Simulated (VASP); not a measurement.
The system is BeGa3.

```
CELL_PARAMETERS angstrom
-2.04362 2.04362 3.79068
2.04362 -2.04362 3.79068
2.04362 2.04362 -3.79068
ATOMIC_POSITIONS crystal
Be 0.00000 0.00000 0.00000
Ga 0.75000 0.25000 0.50000
Ga 0.25000 0.75000 0.50000
Ga 0.50000 0.50000 0.00000
```

Base run:

```yaml
Program: VASP 6.6.1
Functional: PBE
Potentials_or_basis: VASP PAW PBE potentials, release 64 (Be, Ga_d)
Cutoff: 600 eV
k_mesh: 4 × 4 × 4, shifted
Occupations: gaussian, width 0.1 eV
Spin: no spin polarisation
```

Its results: band gap on the k mesh zero (an odd number of electrons rules out a gap without spin polarisation); pressure -0.1 GPa.

Problem. The run is repeated on the same cell with these changes: k mesh from 4 × 4 × 4, shifted to 2 × 2 × 2, through Γ. What comes out?

Solution. Band gap on the k mesh zero (an odd number of electrons rules out a gap without spin polarisation); pressure 3.5 GPa.

Caveats: some runs use coarse meshes.
